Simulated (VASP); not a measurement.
# InP (Pm-3m) in VASP: single point with r2SCAN

Aim: the single point of InP with r2SCAN.

Everything below comes from runs of VASP 6.6.1. Logs are shortened: lines on timing, memory, paths and dates and some standing lists are left out, and cuts for length are marked.

## (1) The cell of the first run

The structure is cubic, space group Pm-3m (No. 221). Conventional cell: a = 3.597 Å, b = 3.597 Å, c = 3.597 Å, α = 90.00°, β = 90.00°, γ = 90.00°. Within 4.1 Å of In (site symmetry m-3m) lie 8 P at 3.12 Å and 6 In at 3.60 Å. Within 4.1 Å of P (site symmetry m-3m) lie 8 In at 3.12 Å and 6 P at 3.60 Å.

## (2) Single point, r2SCAN

Contents of POSCAR:

```
InP
1.0
   -1.1990248658      2.3980497316      2.3980497316
    2.3980497316     -1.1990248658      2.3980497316
    2.3980497316      2.3980497316     -1.1990248658
In P
1 1
Direct
    0.0000000000      0.0000000000      0.0000000000
    0.5000000000      0.5000000000      0.5000000000
```

Contents of INCAR.step1:

```
SYSTEM = InP
PREC     = Accurate       ! precision mode
ENCUT    = 520            ! plane-wave cutoff, eV
ISMEAR   = 0              ! smearing method
SIGMA    = 0.15           ! smearing width, eV
LREAL    = .FALSE.        ! projectors in reciprocal space
LASPH    = .TRUE.         ! aspherical terms in the spheres
NELM     = 100            ! most SCF steps
NBANDS   = 16             ! bands
GGA      = PE             ! functional
ALGO     = Normal         ! electronic algorithm
EDIFF    = 1E-4           ! SCF threshold, eV
LWAVE    = .TRUE.         ! write WAVECAR
LCHARG   = .FALSE.        ! write CHGCAR
```

Contents of INCAR.step2:

```
SYSTEM = InP
PREC     = Accurate       ! precision mode
ENCUT    = 520            ! plane-wave cutoff, eV
EDIFF    = 1E-6           ! SCF threshold, eV
ISMEAR   = 0              ! smearing method
SIGMA    = 0.15           ! smearing width, eV
LREAL    = .FALSE.        ! projectors in reciprocal space
LASPH    = .TRUE.         ! aspherical terms in the spheres
NELM     = 100            ! most SCF steps
ALGO     = Normal         ! electronic algorithm
ISIF     = 2              ! what is computed and relaxed
LWAVE    = .FALSE.        ! write WAVECAR
LCHARG   = .FALSE.        ! write CHGCAR
METAGGA  = R2SCAN         ! meta-GGA
LMIXTAU  = .TRUE.       
NBANDS   = 16             ! bands
ISTART   = 1
```

Contents of KPOINTS:

```
Automatic mesh
0
G
  16 16 16
  0 0 0
```

Potentials or basis: VASP PAW PBE potentials, release 64 (In_d, P).

Started as:

```sh
$ cat potpaw_PBE.64/In_d/POTCAR potpaw_PBE.64/P/POTCAR > POTCAR
$ cp INCAR.step1 INCAR
$ mpirun -np 1 vasp_std > vasp.out
$ cp INCAR.step2 INCAR
$ mpirun -np 1 vasp_std > vasp.out
```

OUTCAR:

```text
SYSTEM = InP
   PREC = Accurate
   ENCUT = 520
   EDIFF = 1E-6
   ISMEAR = 0
   LREAL = .FALSE.
   LASPH = .TRUE.
   NELM = 100
   ISIF = 2
   METAGGA = R2SCAN
   ISTART = 1

 ion  position               nearest neighbor table
   1  0.000  0.000  0.000-   2 3.12   2 3.12   2 3.12   2 3.12   2 3.12   2 3.12   2 3.12   2 3.12

   2  0.500  0.500  0.500-   1 3.12   1 3.12   1 3.12   1 3.12   1 3.12   1 3.12   1 3.12   1 3.12

  LATTYP: Found a simple cubic cell.
 ALAT       =     3.5970745974

  Lattice vectors:

 A1 = (  -1.1990248658,   2.3980497316,   2.3980497316)
 A2 = (   2.3980497316,  -1.1990248658,   2.3980497316)
 A3 = (   2.3980497316,   2.3980497316,  -1.1990248658)

Analysis of symmetry for initial positions (statically):
=====================================================================
 Subroutine PRICEL returns:
 Original cell was already a primitive cell.

 Routine SETGRP: Setting up the symmetry group for a
 simple cubic supercell.

 Subroutine GETGRP returns: Found 48 space group operations
 (whereof 48 operations were pure point group operations)
 out of a pool of 48 trial point group operations.

The static configuration has the point symmetry O_h .

Analysis of symmetry for dynamics (positions and initial velocities):
=====================================================================
 Subroutine PRICEL returns:
 Original cell was already a primitive cell.

 Routine SETGRP: Setting up the symmetry group for a
 simple cubic supercell.

 Subroutine GETGRP returns: Found 48 space group operations
 (whereof 48 operations were pure point group operations)
 out of a pool of 48 trial point group operations.

The dynamic configuration has the point symmetry O_h .

 Subroutine INISYM returns: Found 48 space group operations
 (whereof 48 operations are pure point group operations),
 and found     1 'primitive' translations

----------------------------------------------------------------------------------------

                                     Primitive cell

  volume of cell :      46.5424

  direct lattice vectors                    reciprocal lattice vectors
    -1.199024866  2.398049732  2.398049732    -0.092667896  0.185335791  0.185335791
     2.398049732 -1.199024866  2.398049732     0.185335791 -0.092667896  0.185335791
     2.398049732  2.398049732 -1.199024866     0.185335791  0.185335791 -0.092667896
[... 77 lines left out ...]
   ICHARG =      0    charge: 1-file 2-atom 10-const
   ISPIN  =      1    spin polarized calculation?
   LNONCOLLINEAR =      F non collinear calculations
   LSORBIT =      F    spin-orbit coupling
   LASPH  =      T    aspherical Exc in radial PAW
   ENCUT  =  520.0 eV  38.22 Ry    6.18 a.u.   6.69  6.69  6.69*2*pi/ulx,y,z
   NELM   =    100;   NELMIN=  2; NELMDL=  0     # of ELM steps
   EDIFF  = 0.1E-05   stopping-criterion for ELM
   LREAL  =      F    real-space projection
   EDIFFG = 0.1E-04   stopping-criterion for IOM
   NSW    =      0    number of steps for IOM
   IBRION =     -1    ionic relax: 0-MD 1-quasi-New 2-CG
   NFREE  =      0    steps in history (QN), initial steepest desc. (CG)
   ISIF   =      2    stress and relaxation
   ISYM   =      2    0-nonsym 1-usesym 2-fastsym
   POTIM  = 0.5000    time-step for ionic-motion
   TEBEG  =    0.0;   TEEND  =   0.0 temperature during run
   PSTRESS=    0.0 pullay stress
   NELECT =      18.0000    total number of electrons
   NUPDOWN=      -1.0000    fix difference up-down
   EMIN   =  10.00;   EMAX   =-10.00  energy-range for DOS
   EFERMI =   0.00;   METHOD = LEGACY
   ISMEAR =     0;   SIGMA  =   0.15  broadening in eV -4-tet -1-fermi 0-gaus
   EFERMI_NEDOS =   21; number of points for ismear=-14 and -15
   IALGO  =     38    algorithm
   IMIX   =      4    mixing-type and parameters
     AMIX     =   0.40;   BMIX     =  1.00
     AMIX_MAG =   1.60;   BMIX_MAG =  1.00
  volume/ion in A,a.u.               =      23.27       157.04
  Fermi-wavevector in a.u.,A,eV,Ry     =   1.192750  2.253971 19.356375  1.422653
  Thomas-Fermi vector in A             =   2.328781
   LORBIT       =      0    0 simple, 1 ext, 2 COOP (PROOUT), +10 PAW based schemes
   METAGGA = R2SCAN    functional components
   LHFCALC =     F    Hartree Fock is set to
   AEXX    =    0.0000 exact exchange contribution
   IVDW    =     0    specifies the selected vdW correction
   LEPSILON=     F    determine dielectric tensor
   LRPA    =     F    only Hartree local field effects (RPA)
 non-spin polarized calculation
 Gauss-broadening in eV      SIGMA  =   0.15
  energy-cutoff  :      520.00
  volume of cell :       46.54
 maximum number of plane-waves:      1274
 NGX is ok and might be reduce to    28
   NGX = 13   NGY = 13   NGZ = 13

 number of electron      17.9999985 magnetization

 Free energy of the ion-electron system (eV)
  ---------------------------------------------------
  ext. energy  EPLUGINS =         0.00000000
  ---------------------------------------------------
  free energy    TOTEN  =       -30.60460692 eV

  energy without entropy =      -30.58774359  energy(sigma->0) =      -30.59617525

 E-fermi :   6.2131     XC(G=0): -10.7059

 val. band max:        6.1941453368   @ k =   0.3750   0.3125   0.2500
 cond. band min:       6.2139127548   @ k =   0.4375   0.2500   0.2500
 fundamental gap:      0.0197674180
 Fermi energy:         6.2131440032

 k-point     1 :       0.0000    0.0000    0.0000
  band No.  band energies     occupation
      1      -8.7200      2.00000
      2      -8.7200      2.00000
      3      -8.5366      2.00000
      4      -8.5366      2.00000
      5      -8.5366      2.00000
      6      -5.8412      2.00000
[... 433 lines left out ...]
      3      -8.6009      2.00000
      4      -8.5620      2.00000
      5      -8.5380      2.00000
      6      -4.1785      2.00000
[... 8 lines left out ...]
     15      17.1488      0.00000
     16      18.5134      0.00000

 [... further k-points ...]
[... 5 lines left out ...]
  --------------------------------------------------------------------------------------
  -------------------------------------------------------------------------------------
  Total       -2.1126251     -2.1126251     -2.1126251     -0.0000000     -0.0000000     -0.0000000
  in kB      -72.7251597    -72.7251597    -72.7251597     -0.0000000     -0.0000000     -0.0000000
  external PRESSURE =     -72.7251597 kB  Pullay stress =       0.0000000 kB

 VOLUME and BASIS-vectors are now :
 -----------------------------------------------------------------------------
  energy-cutoff  :      520.00
  volume of cell :       46.54
      direct lattice vectors                 reciprocal lattice vectors
    -1.199024866  2.398049732  2.398049732    -0.092667896  0.185335791  0.185335791
     2.398049732 -1.199024866  2.398049732     0.185335791 -0.092667896  0.185335791
     2.398049732  2.398049732 -1.199024866     0.185335791  0.185335791 -0.092667896

 POSITION                                       TOTAL-FORCE (eV/Angst)
 -----------------------------------------------------------------------------------
      0.00000      0.00000      0.00000        -0.000000     -0.000000     -0.000000
      1.79854      1.79854      1.79854         0.000000      0.000000      0.000000
 -----------------------------------------------------------------------------------
    total drift:                                0.000000     -0.000000      0.000000

  FREE ENERGIE OF THE ION-ELECTRON SYSTEM (eV)
  ---------------------------------------------------
  free  energy   TOTEN  =       -30.6046069177 eV

  energy  without entropy=      -30.5877435904  energy(sigma->0) =      -30.59617525
```

Run time: 3.3 min. Hardware: 1 thread of Intel Xeon Platinum 8375C at 2.90GHz (Ice Lake), shared host; peak memory 0.25 GiB.

What came out:

```yaml
Free_energy: -30.6046 eV
Pressure: -7.3 GPa
Band_gap_on_the_k_mesh: zero (band 9 reaches 6.96 eV, above the bottom of band 10 at 4.51 eV)
```

Caveat: the PAW data sets were made with another functional, which shifts forces and pressure a little; spin-orbit coupling is left out, which moves the levels of the heavy elements.
